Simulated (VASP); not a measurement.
Write the native input for VASP 6.6.1 that does the following.

```
Task                   : single point
Functional             : PBE
Potentials or basis    : VASP PAW PBE potentials, release 64 (Yb, Fe)
Cutoff                 : 520 eV
k mesh                 : 8 × 8 × 8
Occupations            : gaussian, width 0.05 eV
Spin                   : collinear spin, ferromagnetic start
Starting moments       : [0.0, 2.71, 2.71, 2.71] μB
Dipole correction      : no
Further INCAR settings : ALGO = Normal; EDIFF = 1e-06; NBANDS = 36
```

The structure of YbFe3 lies in POSCAR:

```
YbFe3
1.0
    3.9152044762      0.0000000000      0.0000000000
    0.0000000000      3.9152044762      0.0000000000
    0.0000000000      0.0000000000      3.9152044762
Yb Fe
1 3
Direct
    0.0000000000      0.0000000000      0.0000000000
    0.0000000000      0.5000000000      0.5000000000
    0.5000000000      0.5000000000      0.0000000000
    0.5000000000      0.0000000000      0.5000000000
```

The input as run:

INCAR

```
PREC = Accurate
ENCUT = 520
EDIFF = 1E-6
ISMEAR = 0
SIGMA = 0.05
LREAL = F
LASPH = T
NELM = 150
ALGO = Normal
ISIF = 2
LWAVE = F
LCHARG = F
ISPIN = 2
MAGMOM = 0 2.71 2.71 2.71
LORBIT = 11
LMAXMIX = 6
GGA = PE
NBANDS = 36
```

KPOINTS

```
regular mesh
0
Gamma
  8 8 8
```

Potentials or basis: VASP PAW PBE potentials, release 64 (Yb, Fe).

Run with:

```sh
$ cat potpaw_PBE.64/Yb/POTCAR potpaw_PBE.64/Fe/POTCAR > POTCAR
$ mpirun -np 1 vasp_std > vasp.out
```

It gave:

```
Pressure                                              : 0.8 GPa
Net moment                                            : 7.45 μB per cell
Site moments                                          : Yb +0.26; Fe +2.43 μB
Valence electrons inside the program's atomic spheres : Yb 22.49; Fe 7.02
```

Wall time 4 min on 1 thread of Intel(R) Xeon(R) 6975P-C (Granite Rapids), with other jobs on the host, peak memory 0.29 GiB.
